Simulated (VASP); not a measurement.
From an Ansatz input to VASP: BaHfO₃ (cubic perovskite)

Ansatz input

```yaml
crystal:
  lattice:
    - [4.1770587708, 0.0, 0.0]
    - [0.0, 4.1770587708, 0.0]
    - [0.0, 0.0, 4.1770587708]
  atoms:
    - { symbol: Ba, position: [0.0, 0.0, 0.0] }
    - { symbol: Hf, position: [0.5, 0.5, 0.5] }
    - { symbol: O, position: [0.5, 0.5, 0.0] }
    - { symbol: O, position: [0.5, 0.0, 0.5] }
    - { symbol: O, position: [0.0, 0.5, 0.5] }
kpoints:
  mp_grid: { grid: [6, 6, 6] }
  band_path:
    path: [[0.0, 0.0, 0.0], [0.0, 0.5, 0.0], [0.5, 0.5, 0.0], [0.5, 0.5, 0.5]]
    npoints: 1
hamiltonian:
  xc: pbe
scf:
  occupations: { method: fermi_dirac, width: 0.02 }
  n_extra_bands: 5
output:
  forces: true
  stress: true
  eigenvalues: true
```

Question: Translate this input to VASP.

Answer: 

INCAR

```
GGA = PE
NBANDS = 27
ISMEAR = -1
LREAL = .FALSE.
ISIF = 2
LCHARG = .FALSE.
NELM = 120
PREC = Accurate
LASPH = .TRUE.
NSW = 0
LWAVE = .FALSE.
SIGMA = 0.02
EDIFF = 1E-7
IBRION = -1
ENCUT = 520
```

KPOINTS

```
KPOINTS created by Atomic Simulation Environment
0
Gamma
6 6 6
0 0 0
```

KPOINTS_OPT

```
special points
4
Reciprocal
0.0000000000 0.0000000000 0.0000000000 1
0.0000000000 0.5000000000 0.0000000000 1
0.5000000000 0.5000000000 0.0000000000 1
0.5000000000 0.5000000000 0.5000000000 1
```

POSCAR

```
Ba Hf O
 1.0000000000000000
     4.1770587708449511   -0.0000000000000000    0.0000000000000000
    -0.0000000000000000    4.1770587708449511   -0.0000000000000000
     0.0000000000000000   -0.0000000000000000    4.1770587708449511
 Ba  Hf  O
   1   1   3
Cartesian
 -0.0000000000000000 -0.0000000000000000  0.0000000000000000
  2.0885293854224756  2.0885293854224756  2.0885293854224756
  2.0885293854224756  2.0885293854224756  0.0000000000000000
  2.0885293854224756 -0.0000000000000000  2.0885293854224756
 -0.0000000000000000  2.0885293854224756  2.0885293854224756
```

VASP ran with the recommended PBE PAW datasets (38 valence electrons in the cell). Other inputs would serve too.

|  | Ansatz | VASP |
| --- | --- | --- |
| gap between bands v and c | 3.66 eV | 3.58 eV |
| least direct gap | 3.77 eV | 3.80 eV |
| pressure | 3.4 GPa | 2.8 GPa |

Datasets and cutoffs are each program's own. VASP's cell holds 38 valence electrons and Ansatz's 54. Ansatz's stress includes a Pulay correction; VASP's doesn't.

VASP's potentials hold 38 valence electrons a cell and Ansatz's 54, so a difference between the two programs can come from the potentials and not from the codes.
